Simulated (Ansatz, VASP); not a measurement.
## One calculation of Rh2I, two programs

```
Rh I
1.0
     4.46714    0.00000    0.00000
    -2.23357    3.86866    0.00000
     0.00000    0.00000    3.18316
Rh I
2 1
Direct
  0.33333 0.66667 0.50000
  0.66667 0.33333 0.50000
  0.00000 0.00000 0.00000
```

Alike in both runs: functional PBE; k mesh 6 × 6 × 4; occupations gaussian, width 0.1 eV; no spin polarisation.

Ansatz relaxed the structure, and its values are those at the end. VASP's run is a single point on that final structure, the one shown.

|  | VASP | Ansatz |
| --- | --- | --- |
| version | VASP 6.6.1 | Ansatz 0.2.0 |
| potentials or method | VASP PAW PBE potentials, release 64 (Rh_pv, I), cutoff 520 eV | scalar-relativistic, plane waves, PAW |
| valence electrons in the cell | 37 | 51 |

Ansatz gave:

```
gap on the k mesh at the Fermi level (eV) : none
pressure (GPa)                            : 0.1
```

Task: Which values does VASP return?

Result: gap on the k mesh at the Fermi level (eV): none; pressure (GPa): 0.0.

A gap of «none» marks a metal or a gap that the smearing closes. With one functional, cell and mesh, what is left measures potentials, basis and numerics. VASP's potentials hold 37 valence electrons a cell and Ansatz's 51, so a difference there can come from the potentials and not from the codes.

The k mesh is coarse, so the values compare programs but aren't converged. Spin-orbit coupling is off throughout.
